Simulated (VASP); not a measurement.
Write the native input for VASP 6.6.1 that does the following.

```yaml
Task: single point
Functional: PBE
Potentials_or_basis: VASP PAW PBE potentials, release 64 (Sn_d, As)
Cutoff: 520 eV
k_mesh: 3 × 3 × 4
Occupations: gaussian, width 0.1 eV
Spin: no spin polarisation
Dipole_correction: no
Further_INCAR_settings: ALGO = Fast; EDIFF = 1e-06; NBANDS = 57
```

The structure of Sn3As lies in POSCAR:

```
Sn3As
1.0
    6.5890145600      0.0000000000      0.0000000000
   -3.2945072800      5.7062539900      0.0000000000
    0.0000000000      0.0000000000      5.3780983500
Sn As
6 2
Direct
    0.3298673300      0.1649336700      0.7500000000
    0.8350663300      0.1649336700      0.7500000000
    0.8350663300      0.6701326700      0.7500000000
    0.6701326700      0.8350663300      0.2500000000
    0.1649336700      0.8350663300      0.2500000000
    0.1649336700      0.3298673300      0.2500000000
    0.6666666700      0.3333333300      0.2500000000
    0.3333333300      0.6666666700      0.7500000000
```

One way to write it, as run:

INCAR

```
SYSTEM = Sn3As
PREC = Accurate
ENCUT = 520
EDIFF = 1E-6
ISMEAR = 0
SIGMA = 0.1
LREAL = .False.
LASPH = .True.
NELM = 60
ALGO = Fast
ISIF = 2
LWAVE = .False.
LCHARG = .True.
GGA = PE
LELF = .True.
LVHAR = .True.
NBANDS = 57
```

KPOINTS

```
Automatic mesh
0
Gamma
  3 3 4
  0 0 0
```

Potentials or basis: VASP PAW PBE potentials, release 64 (Sn_d, As).

Command:

```bash
$ cat potpaw_PBE.64/Sn_d/POTCAR potpaw_PBE.64/As/POTCAR > POTCAR
$ mpirun -np 1 vasp_std > vasp.out
```

It gave:

```json
{
 "Pressure": "1.2 GPa",
 "Largest force": "0.385 eV/Å",
 "Band gap on the k mesh": "zero (band 47 reaches 9.84 eV, above the bottom of band 48 at 6.93 eV)"
}
```

Caveat: the k points lie up to 0.37 Å⁻¹ apart; spin-orbit coupling is left out, which moves the levels of the heavy elements.

Run time: 3.2 min on 1 thread of AMD EPYC 7R43 64-Core Processor (Zen 3), with other jobs on the host, peak memory 0.29 GiB.
